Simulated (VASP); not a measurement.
Wanted: the native input for a VASP 6.6.1 run.

* Task: relaxation of cell and atoms
* Functional: PBE
* Potentials or basis: VASP PAW PBE potentials, release 64 (Nb_sv, Te)
* Cutoff: 600 eV
* k mesh: 6 × 6 × 6
* Occupations: gaussian, width 0.1 eV
* Spin: no spin polarisation
* Dipole correction: no
* Further INCAR settings: ALGO = Normal; EDIFF = 1e-06; IBRION = 2; EDIFFG = -0.04; NSW = 90; ISIF = 3

The structure of Nb2Te lies in POSCAR:

```
Nb2Te
1.0
    1.8556168461      1.0713408856      5.6044375658
   -1.8556168461      1.0713408856      5.6044375658
    0.0000000000     -2.1426817712      5.6044375658
Nb Te
2 1
Direct
    0.7500000000      0.7500000000      0.7500000000
    0.2500000000      0.2500000000      0.2500000000
    0.0000000000      0.0000000000      0.0000000000
```

The input as run:

INCAR

```
  ALGO = Normal
  EDIFF = 1E-6
  EDIFFG = -0.04
  ENCUT = 600
  GGA = PE
  IBRION = 2
  ISIF = 3
  ISMEAR = 0
  LASPH = True
  LCHARG = False
  LREAL = False
  LWAVE = False
  NELM = 100
  NSW = 90
  PREC = Accurate
  SIGMA = 0.1
```

KPOINTS

```
k-points
0
Gamma
  6 6 6
```

Potentials or basis: VASP PAW PBE potentials, release 64 (Nb_sv, Te).

Run with:

```console
$ cat potpaw_PBE.64/Nb_sv/POTCAR potpaw_PBE.64/Te/POTCAR > POTCAR
$ mpirun -np 1 vasp_std > vasp.out
```

It gave:

```
Relaxed volume                         : 20.80 Å³/atom
Relaxed cell                           : a = 6.693 Å, b = 6.693 Å, c = 6.693 Å, α = 29.02°, β = 29.02°, γ = 29.02°
Space group after relaxing (to 0.05 Å) : R-3m (No. 166)
Energy gained by relaxing              : 933.3 meV/atom
Ionic steps                            : 52
Pressure after relaxing                : 0.0 GPa
Largest force after relaxing           : 0.027 eV/Å
Band gap on the k mesh                 : zero (band 16 reaches 11.14 eV, above the bottom of band 17 at 10.46 eV)
```

Caveat: spin-orbit coupling is left out, which moves the levels of the heavy elements.

It took 42 min on 1 thread of AMD EPYC 9R45 96-Core Processor (Zen 5) (shared host), peak memory 0.36 GiB.
